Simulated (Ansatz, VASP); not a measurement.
LiF in VASP and in Ansatz

INCAR

```
SYSTEM = LiF
ALGO = Normal ; EDIFF = 1E-7
ENCUT = 520 ; GGA = CA
ISIF = 2 ; ISMEAR = 0
LASPH = .TRUE. ; LCHARG = .FALSE.
LREAL = .FALSE. ; LWAVE = .FALSE.
NBANDS = 12 ; NELM = 80
PREC = Accurate ; SIGMA = 0.01
```

File KPOINTS:

```
k-points
0
G
  8 8 8
  0 0 0
```

Contents of POSCAR:

```
LiF
1.0
    2.5162584438      0.0000000000      0.0000000000
    0.0000000000      2.5162584438      0.0000000000
    0.0000000000      0.0000000000      2.5162584438
Li F
1 1
Direct
    0.0000000000      0.0000000000      0.0000000000
    0.5000000000      0.5000000000      0.5000000000
```

Input for Ansatz:

```yaml
crystal:
  lattice:
    - [2.5162584438, 0.0, 0.0]
    - [0.0, 2.5162584438, 0.0]
    - [0.0, 0.0, 2.5162584438]
  atoms:
    - { symbol: Li, position: [0.0, 0.0, 0.0] }
    - { symbol: F, position: [0.5, 0.5, 0.5] }
kpoints:
  mp_grid: { grid: [8, 8, 8] }
hamiltonian:
  xc: lda
scf:
  occupations: { method: fixed }
output:
  optics:
    e_range: [0, 15]
    de: 0.05
    sigma: 0.03
    scissors: 0.6
    scheme: gaussian
    bands: { spectra_wanted_up_to: 15 }
```

Alike in both runs: task single point; functional LDA; k mesh 8 × 8 × 8; no spin polarisation.

|  | VASP | Ansatz |
| --- | --- | --- |
| version | VASP 6.6.1 | Ansatz 0.2.0 |
| potentials or method | VASP PAW LDA potentials, release 64 (Li_sv, F) | plane waves, PAW |
| plane-wave cutoff (eV) | 520 | 420 |
| occupations | gaussian, width 0.01 eV | fixed |
| valence electrons in the cell | 10 | 10 |

|  | VASP | Ansatz | Ansatz less VASP |
| --- | --- | --- | --- |
| gap on the k mesh at the Fermi level (eV) | 7.74 | 7.74 | +0.001 |

LDA's correlation is that of Perdew and Zunger in VASP and of Perdew and Wang (1992) in Ansatz.

Noted on VASP's run: the cutoff is short for stress, so the pressure is rough.
